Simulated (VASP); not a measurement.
# K3Ag (P1) in VASP: further runs

The runs below take K3Ag through single point, with LDA.

Program: VASP 6.6.1. These are calculated values, not measurements. Logs are shortened: lines on timing, memory, paths and dates and some standing lists are left out, and cuts for length are marked.

**1. The cell of the first run**

The typed cell holds 4 atoms: a = 5.805 Å, b = 5.770 Å, c = 5.788 Å, α = 88.91°, β = 88.94°, γ = 89.75°.

**2. Single point, LDA**

INCAR reads:

```
SYSTEM = K3Ag
PREC = Accurate
ENCUT = 520
EDIFF = 1E-6
ISMEAR = -1
SIGMA = 0.1
LREAL = .False.
LASPH = .True.
NELM = 60
ALGO = Normal
ISIF = 2
LWAVE = .False.
LCHARG = .True.
LELF = .True.
LVHAR = .True.
NBANDS = 27
```

KPOINTS reads:

```
regular mesh
0
Gamma
  3 3 3
  0 0 0
```

POSCAR reads:

```
K3Ag
1.0
    5.8050300000      0.0125000000      0.0535200000
    0.0125000000      5.7694100000      0.0551300000
    0.0535200000      0.0551300000      5.7872100000
K Ag
3 1
Direct
    0.5016300000      0.0004500000      0.9994000000
    0.9945700000      0.5052300000      0.9954500000
    0.9970100000      0.9971300000      0.5015300000
    0.4999400000      0.4975900000      0.4984600000
```

Potentials or basis: VASP PAW LDA potentials, release 64 (K_sv, Ag).

Started as:

```sh
> cat potpaw_LDA.64/K_sv/POTCAR potpaw_LDA.64/Ag/POTCAR > POTCAR
> mpirun -np 1 vasp_std > vasp.out
```

OUTCAR:

```text
SYSTEM = K3Ag
   PREC = Accurate
   ENCUT = 520
   EDIFF = 1E-6
   ISMEAR = -1
   LREAL = .False.
   LASPH = .True.
   NELM = 60
   ISIF = 2

 ion  position               nearest neighbor table
   1  0.502  0.000  0.999-
   2  0.995  0.505  0.995-
   3  0.997  0.997  0.502-
   4  0.500  0.498  0.498-

  LATTYP: Found a triclinic cell.
 ALAT       =     8.1213844641
 B/A-ratio  =     0.7126518968
 C/A-ratio  =     1.0055830232
 COS(alpha) =     0.0003528836
 COS(beta)  =     0.5061497105
 COS(gamma) =     0.6994380883

  Lattice vectors:

 A1 = (  -5.7515100000,   0.0426300000,   5.7336900000)
 A2 = (   0.0535200000,   0.0551300000,   5.7872100000)
 A3 = (  -5.7925300000,   5.7569100000,   0.0016100000)

Analysis of symmetry for initial positions (statically):
=====================================================================
 Subroutine PRICEL returns:
 Original cell was already a primitive cell.

 Routine SETGRP: Setting up the symmetry group for a
 triclinic supercell.

 Subroutine GETGRP returns: Found  1 space group operations
 (whereof  1 operations were pure point group operations)
 out of a pool of  2 trial point group operations.

The static configuration has the point symmetry C_1 .

Analysis of symmetry for dynamics (positions and initial velocities):
=====================================================================
 Subroutine PRICEL returns:
 Original cell was already a primitive cell.

 Routine SETGRP: Setting up the symmetry group for a
 triclinic supercell.

 Subroutine GETGRP returns: Found  1 space group operations
 (whereof  1 operations were pure point group operations)
 out of a pool of  2 trial point group operations.

The dynamic configuration has the point symmetry C_1 .

 Subroutine INISYM returns: Found  1 space group operations
 (whereof  1 operations are pure point group operations),
 and found     1 'primitive' translations

----------------------------------------------------------------------------------------

                                     Primitive cell

  volume of cell :     193.7879

  direct lattice vectors                    reciprocal lattice vectors
     5.805030000  0.012500000  0.053520000     0.172279827 -0.000358070 -0.001589829
     0.012500000  5.769410000  0.055130000    -0.000358070  0.173344472 -0.001647999
     0.053520000  0.055130000  5.787210000    -0.001589829 -0.001647999  0.172825237

  length of vectors
     5.805290169  5.769686934  5.787720043     0.172287534  0.173352675  0.172840407

  position of ions in fractional coordinates (direct lattice)
     0.501630000  0.000450000  0.999400000
     0.994570000  0.505230000  0.995450000
     0.997010000  0.997130000  0.501530000
     0.499940000  0.497590000  0.498460000

  ion indices of the primitive-cell ions
   primitive index   ion index
                 1           1
                 2           2
                 3           3
                 4           4

----------------------------------------------------------------------------------------

 KPOINTS: regular mesh

Automatic generation of k-mesh.
 Grid dimensions read from file:
 generate k-points for:    3    3    3

 Generating k-lattice:

  Cartesian coordinates                     Fractional coordinates (reciprocal lattice)
     0.057426609 -0.000119357 -0.000529943     0.333333333  0.000000000 -0.000000000
    -0.000119357  0.057781491 -0.000549333     0.000000000  0.333333333 -0.000000000
    -0.000529943 -0.000549333  0.057608412    -0.000000000 -0.000000000  0.333333333

  Length of vectors
     0.057429178  0.057784225  0.057613469

  Shift w.r.t. Gamma in fractional coordinates (k-lattice)
     0.000000000  0.000000000  0.000000000

 Subroutine IBZKPT returns following result:
 ===========================================

 Found     14 irreducible k-points:

 Following reciprocal coordinates:
            Coordinates               Weight
  0.000000  0.000000  0.000000      1.000000
  0.333333  0.000000 -0.000000      2.000000
  0.000000  0.333333  0.000000      2.000000
  0.333333  0.333333 -0.000000      2.000000
 -0.333333  0.333333  0.000000      2.000000
 -0.000000  0.000000  0.333333      2.000000
  0.333333  0.000000  0.333333      2.000000
 -0.333333  0.000000  0.333333      2.000000
 -0.000000  0.333333  0.333333      2.000000
  0.333333  0.333333  0.333333      2.000000
 -0.333333  0.333333  0.333333      2.000000
  0.000000 -0.333333  0.333333      2.000000
  0.333333 -0.333333  0.333333      2.000000
 -0.333333 -0.333333  0.333333      2.000000
   k-points           NKPTS =     14   k-points in BZ     NKDIM =     14   number of bands    NBANDS=     27
   number of dos      NEDOS =    301   number of ions     NIONS =      4
   total plane-waves  NPLWV = 110592
   dimension x,y,z NGX =    48 NGY =   48 NGZ =   48
   dimension x,y,z NGXF=    96 NGYF=   96 NGZF=   96
   ions per type =               3   1
   NGX,Y,Z   is equivalent  to a cutoff of  13.75, 13.83, 13.79 a.u.
   NGXF,Y,Z  is equivalent  to a cutoff of  27.49, 27.66, 27.57 a.u.
 SYSTEM =  K3Ag
   PREC   = accura    normal or accurate (medium, high low for compatibility)
   ISTART =      0    job   : 0-new  1-cont  2-samecut
   ICHARG =      2    charge: 1-file 2-atom 10-const
   ISPIN  =      1    spin polarized calculation?
   LNONCOLLINEAR =      F non collinear calculations
   LSORBIT =      F    spin-orbit coupling
   LASPH  =      T    aspherical Exc in radial PAW
   ENCUT  =  520.0 eV  38.22 Ry    6.18 a.u.  10.79 10.73 10.76*2*pi/ulx,y,z
   NELM   =     60;   NELMIN=  2; NELMDL= -5     # of ELM steps
   EDIFF  = 0.1E-05   stopping-criterion for ELM
   LREAL  =      F    real-space projection
   EDIFFG = 0.1E-04   stopping-criterion for IOM
   NSW    =      0    number of steps for IOM
   IBRION =     -1    ionic relax: 0-MD 1-quasi-New 2-CG
   NFREE  =      0    steps in history (QN), initial steepest desc. (CG)
   ISIF   =      2    stress and relaxation
   ISYM   =      2    0-nonsym 1-usesym 2-fastsym
   POTIM  = 0.5000    time-step for ionic-motion
   TEBEG  =    0.0;   TEEND  =   0.0 temperature during run
   PSTRESS=    0.0 pullay stress
   NELECT =      38.0000    total number of electrons
   NUPDOWN=      -1.0000    fix difference up-down
   EMIN   =  10.00;   EMAX   =-10.00  energy-range for DOS
   EFERMI =   0.00;   METHOD = LEGACY
   ISMEAR =    -1;   SIGMA  =   0.10  broadening in eV -4-tet -1-fermi 0-gaus
   EFERMI_NEDOS =   21; number of points for ismear=-14 and -15
   IALGO  =     38    algorithm
   IMIX   =      4    mixing-type and parameters
     AMIX     =   0.40;   BMIX     =  1.00
     AMIX_MAG =   1.60;   BMIX_MAG =  1.00
  volume/ion in A,a.u.               =      48.45       326.94
  Fermi-wavevector in a.u.,A,eV,Ry     =   0.951102  1.797322 12.307765  0.904595
  Thomas-Fermi vector in A             =   2.079541
   LORBIT       =      0    0 simple, 1 ext, 2 COOP (PROOUT), +10 PAW based schemes
   GGA     = CA    functional components
   LHFCALC =     F    Hartree Fock is set to
   AEXX    =    0.0000 exact exchange contribution
   IVDW    =     0    specifies the selected vdW correction
   LEPSILON=     F    determine dielectric tensor
   LRPA    =     F    only Hartree local field effects (RPA)
 non-spin polarized calculation
  energy-cutoff  :      520.00
  volume of cell :      193.79
 maximum number of plane-waves:      5236
 NGX is ok and might be reduce to    48
   NGX = 21   NGY = 21   NGZ = 21

 number of electron      37.9999997 magnetization

 Free energy of the ion-electron system (eV)
  ---------------------------------------------------
  ext. energy  EPLUGINS =         0.00000000
  ---------------------------------------------------
  free energy    TOTEN  =        -6.38435269 eV

  energy without entropy =       -6.29475288  energy(sigma->0) =       -6.33955279

 E-fermi :   0.5642     XC(G=0):  -7.0986

 val. band max:        0.4296640973   @ k =  -0.3333  -0.3333   0.3333
 cond. band min:       0.6565052732   @ k =  -0.3333   0.0000   0.3333
 fundamental gap:      0.2268411759
 Fermi energy:         0.5641766065

 k-point     1 :       0.0000    0.0000    0.0000
  band No.  band energies     occupation
      1     -30.9571      2.00000
      2     -30.9321      2.00000
      3     -30.9286      2.00000
      4     -14.7830      2.00000
      5     -14.7664      2.00000
      6     -14.7576      2.00000
[... 19 lines left out ...]
     26       3.6308      0.00000
     27       3.6567      0.00000

 k-point     2 :       0.3333    0.0000   -0.0000
  band No.  band energies     occupation
      1     -30.9524      2.00000
      2     -30.9335      2.00000
      3     -30.9320      2.00000
      4     -14.7603      2.00000
      5     -14.7392      2.00000
      6     -14.7265      2.00000
[... 19 lines left out ...]
     26       3.8261      0.00000
     27       3.9213      0.00000

 k-point     3 :       0.0000    0.3333    0.0000
  band No.  band energies     occupation
      1     -30.9511      2.00000
      2     -30.9377      2.00000
      3     -30.9290      2.00000
      4     -14.7568      2.00000
      5     -14.7374      2.00000
      6     -14.7279      2.00000
[... 19 lines left out ...]
     26       3.8223      0.00000
     27       3.9206      0.00000

 k-point     4 :       0.3333    0.3333   -0.0000
  band No.  band energies     occupation
      1     -30.9475      2.00000
      2     -30.9372      2.00000
      3     -30.9330      2.00000
      4     -14.7721      2.00000
      5     -14.7214      2.00000
      6     -14.7066      2.00000
[... 19 lines left out ...]
     26       4.0411      0.00000
     27       4.3533      0.00000
[... 216 lines left out ...]
      4     -14.7667      2.00000
      5     -14.7202      2.00000
      6     -14.7136      2.00000
[... 19 lines left out ...]
     26       3.9982      0.00000
     27       4.3739      0.00000

 k-point    13 :       0.3333   -0.3333    0.3333
  band No.  band energies     occupation
      1     -30.9441      2.00000
      2     -30.9395      2.00000
      3     -30.9340      2.00000
      4     -14.8189      2.00000
      5     -14.7177      2.00000
      6     -14.7116      2.00000
[... 19 lines left out ...]
     26       4.7135      0.00000
     27       4.7373      0.00000

 k-point    14 :      -0.3333   -0.3333    0.3333
  band No.  band energies     occupation
      1     -30.9438      2.00000
      2     -30.9391      2.00000
      3     -30.9346      2.00000
      4     -14.8155      2.00000
      5     -14.7162      2.00000
      6     -14.7111      2.00000
[... 19 lines left out ...]
     26       4.7329      0.00000
     27       4.7678      0.00000

------------------------ aborting loop because EDIFF is reached ----------------------------------------

  FORCE on cell =-STRESS in cart. coord.  units (eV):
  Direction    XX          YY          ZZ          XY          YZ          ZX
  --------------------------------------------------------------------------------------
  -------------------------------------------------------------------------------------
  Total       -1.2537723     -1.2334952     -1.2371880     -0.0159077     -0.0663429     -0.0604436
  in kB      -10.3657942    -10.1981494    -10.2286801     -0.1315200     -0.5485024     -0.4997284
  external PRESSURE =     -10.2642079 kB  Pullay stress =       0.0000000 kB

 VOLUME and BASIS-vectors are now :
 -----------------------------------------------------------------------------
  energy-cutoff  :      520.00
  volume of cell :      193.79
      direct lattice vectors                 reciprocal lattice vectors
     5.805030000  0.012500000  0.053520000     0.172279827 -0.000358070 -0.001589829
     0.012500000  5.769410000  0.055130000    -0.000358070  0.173344472 -0.001647999
     0.053520000  0.055130000  5.787210000    -0.001589829 -0.001647999  0.172825237

 POSITION                                       TOTAL-FORCE (eV/Angst)
 -----------------------------------------------------------------------------------
      2.96547      0.06396      5.81061        -0.037196      0.018321      0.010382
      5.83310      2.98219      5.84196         0.015285     -0.047304      0.014717
      5.82698      5.79296      3.01079         0.013151      0.022494     -0.030157
      2.93506      2.90453      2.93888         0.008761      0.006489      0.005058
 -----------------------------------------------------------------------------------
    total drift:                                0.000273      0.000041      0.000066

  FREE ENERGIE OF THE ION-ELECTRON SYSTEM (eV)
  ---------------------------------------------------
  free  energy   TOTEN  =        -6.3843526888 eV

  energy  without entropy=       -6.2947528824  energy(sigma->0) =       -6.33955279
```

It took 47 s on 1 thread of AMD EPYC 9R14 (Zen 4), shared host; peak memory 0.25 GiB.

What came out:

```
Free energy            : -6.3844 eV
Pressure               : -1.0 GPa
Largest force          : 0.052 eV/Å
Band gap on the k mesh : zero (band 19 reaches 0.70 eV, above the bottom of band 20 at 0.66 eV)
```

Forces in eV/Å, atoms in the order of the input:
```
K   -0.037  0.018  0.010
K    0.015 -0.047  0.015
K    0.013  0.022 -0.030
Ag   0.009  0.006  0.005
```

Stress tensor (GPa, compression positive):
```
-1.04 -0.01 -0.05
-0.01 -1.02 -0.05
-0.05 -0.05 -1.02
```

Caveat: the k points lie up to 0.36 Å⁻¹ apart.

(Continued in part 2 of 2.)
